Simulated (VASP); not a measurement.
**TiB2: single point with LDA**

TiB2:

```
Ti B
1.0
     2.99493    0.00000    0.00000
    -1.49747    2.59369    0.00000
     0.00000    0.00000    3.15727
Ti B
1 2
Direct
  0.00000 0.00000 0.00000
  0.33333 0.66667 0.50000
  0.66667 0.33333 0.50000
```

```yaml
Program: VASP 6.6.1
Task: single point
Functional: LDA
Potentials_or_basis: VASP PAW LDA potentials, release 64 (Ti_sv, B)
Cutoff: 520 eV
k_mesh: 9 × 9 × 6
Occupations: gaussian, width 0.1 eV
Spin: no spin polarisation
Dipole_correction: no
Further_INCAR_settings: ALGO = Normal; EDIFF = 1e-07; NBANDS = 16
```

```
Pressure               : 0.5 GPa
Band gap on the k mesh : zero (bands 9 and 10 overlap by 0.40 eV)
```

Levels at points of the mesh, in eV from the Fermi level:
```csv
k point,band 7,band 8,band 9,band 10,band 11,band 12
"(0.00, 0.00, 0.00)",-2.82,-2.26,-2.21,1.95,1.95,3.86
"(0.00, 0.00, 0.50)",-0.64,-0.64,-0.32,-0.32,0.38,0.38
```

It took 9.8 s on 1 thread of AMD EPYC 9R45 96-Core Processor (Zen 5) (shared host), peak memory 0.11 GiB.
